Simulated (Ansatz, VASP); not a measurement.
**GeCl3 in VASP and in Ansatz**

Contents of INCAR:

```
SYSTEM = GeCl3
PREC = Accurate ; ENCUT = 600
EDIFF = 1E-7 ; ISMEAR = 0
SIGMA = 0.1 ; LREAL = .FALSE.
LASPH = .TRUE. ; NELM = 100
ALGO = Normal ; ISIF = 3
LWAVE = .FALSE. ; LCHARG = .FALSE.
GGA = PE ; IBRION = 2
NSW = 90 ; EDIFFG = -0.04
```

File KPOINTS:

```
Automatic mesh
0
G
  4 4 4
  0 0 0
```

POSCAR

```
GeCl3
1.0
    4.9063697900      0.0000000000      0.0000000000
    0.0000000000      4.9063697900      0.0000000000
    0.0000000000      0.0000000000      4.9063697900
Ge Cl
1 3
Direct
    0.5000000000      0.5000000000      0.5000000000
    0.0000000000      0.5000000000      0.5000000000
    0.5000000000      0.0000000000      0.5000000000
    0.5000000000      0.5000000000      0.0000000000
```

Input for Ansatz:

```yaml
crystal:
  lattice:
    - [4.90636979, 0.0, 0.0]
    - [0.0, 4.90636979, 0.0]
    - [0.0, 0.0, 4.90636979]
  atoms:
    - { symbol: Ge, position: [0.5, 0.5, 0.5] }
    - { symbol: Cl, position: [0.0, 0.5, 0.5] }
    - { symbol: Cl, position: [0.5, 0.0, 0.5] }
    - { symbol: Cl, position: [0.5, 0.5, 0.0] }
basis:
  ecutwfc: 420
kpoints:
  mp_grid: { grid: [4, 4, 4] }
hamiltonian:
  xc: pbe
scf:
  occupations: { method: gaussian, width: 0.1 }
  lower_state_search: "off"
output:
  forces: true
  stress: true
  eigenvalues: true
relax:
  adjacent_minimum: "off"
  f_tol: 0.04
  max_steps: 70
  cell: { stress_tol: 0.4 }
```

Alike in both runs: task relaxation of cell and atoms; functional PBE; k mesh 4 × 4 × 4; occupations gaussian, width 0.1 eV; no spin polarisation.

|  | VASP | Ansatz |
| --- | --- | --- |
| version | VASP 6.6.1 | Ansatz 0.2.0 |
| potentials or method | VASP PAW PBE potentials, release 64 (Ge_d, Cl), cutoff 600 eV | scalar-relativistic, plane waves, PAW |
| valence electrons in the cell | 35 | 35 |

|  | VASP | Ansatz | Ansatz less VASP |
| --- | --- | --- | --- |
| gap on the k mesh at the Fermi level, each at its own relaxed structure (eV) | none | none | - |
| relaxed volume (Å³/atom) | 29.53 | 29.53 | 0.000 |
| relaxed length of the cell vector where the two differ most in proportion (Å) | 4.906 | 4.906 | 0.0000 |

A gap of «none» marks a metal or a gap that the smearing closes.

Noted on VASP's run: the relaxation stopped at its first step, so nothing moved.
